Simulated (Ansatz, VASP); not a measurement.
**One calculation of MgCd2S3, two programs**

```
Mg Cd S
1.0
     7.11769    0.00000    0.00000
    -3.55884    6.16410    0.00000
     0.00000    0.00000    3.39928
Mg Cd S
1 2 3
Direct
  0.00000 0.00000 0.00000
  0.33333 0.66667 0.00000
  0.66667 0.33333 0.00000
  0.50000 0.00000 0.50000
  0.50000 0.50000 0.50000
  0.00000 0.50000 0.50000
```

Change from the starting cell: species swapped into the ErB2Ru3 type (P6/mmm, No. 191).

Alike in both runs: functional PBE; k mesh 3 × 3 × 6; occupations gaussian, width 0.1 eV; no spin polarisation.

Ansatz relaxed the structure, and its values are those at the end. VASP's run is a single point on that final structure, the one shown.

|  | VASP | Ansatz |
| --- | --- | --- |
| version | VASP 6.6.1 | Ansatz 0.2.0 |
| potentials or method | VASP PAW PBE potentials, release 64 (Mg, Cd, S), cutoff 520 eV | scalar-relativistic, plane waves, PAW |
| valence electrons in the cell | 44 | 68 |

```tsv
	VASP	Ansatz	Ansatz less VASP
gap on the k mesh at the Fermi level (eV)	none	none	-
pressure (GPa)	0.3	0.0	-0.28
```

A gap of «none» marks a metal or a gap that the smearing closes. VASP's potentials hold 44 valence electrons a cell and Ansatz's 68, so a difference there can come from the potentials and not from the codes.
